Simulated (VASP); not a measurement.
Input of a VASP 6.6.1 run:

INCAR

```
SYSTEM = Pd
PREC = Accurate ; ENCUT = 500
EDIFF = 1E-6 ; ISMEAR = -1
SIGMA = 0.1 ; LREAL = .FALSE.
LASPH = .TRUE. ; NELM = 200
ALGO = Normal ; ISIF = 2
LWAVE = .FALSE. ; LCHARG = .TRUE.
ISPIN = 2 ; MAGMOM = 0
LORBIT = 11 ; LMAXMIX = 4
GGA = PE ; LELF = .TRUE.
LVHAR = .TRUE. ; NBANDS = 15
GGA_COMPAT = .FALSE.
```

Contents of KPOINTS:

```
Automatic mesh
0
G
  8 8 8
  0 0 0
```

The input POSCAR:

```
Pd
1.0
   -1.5210370000      1.5210370000      1.5210370000
    1.5210370000     -1.5210370000      1.5210370000
    1.5210370000      1.5210370000     -1.5210370000
Pd
1
Direct
    0.0000000000      0.0000000000      0.0000000000
```

Potentials or basis: VASP PAW PBE potentials, release 64 (Pd).

Run with:

```sh
$ cat potpaw_PBE.64/Pd/POTCAR > POTCAR
$ mpirun -np 1 vasp_std > vasp.out
```

**Question.** What does it give for the band gap on the k mesh?

**Answer.** Zero (filled and empty bands overlap).

**Question.** Predict the net moment.

**Answer.** 0.00 μB per cell.

**Question.** Estimate the pressure.

**Answer.** 19.9 GPa.

Caveat: the k points lie up to 0.37 Å⁻¹ apart.
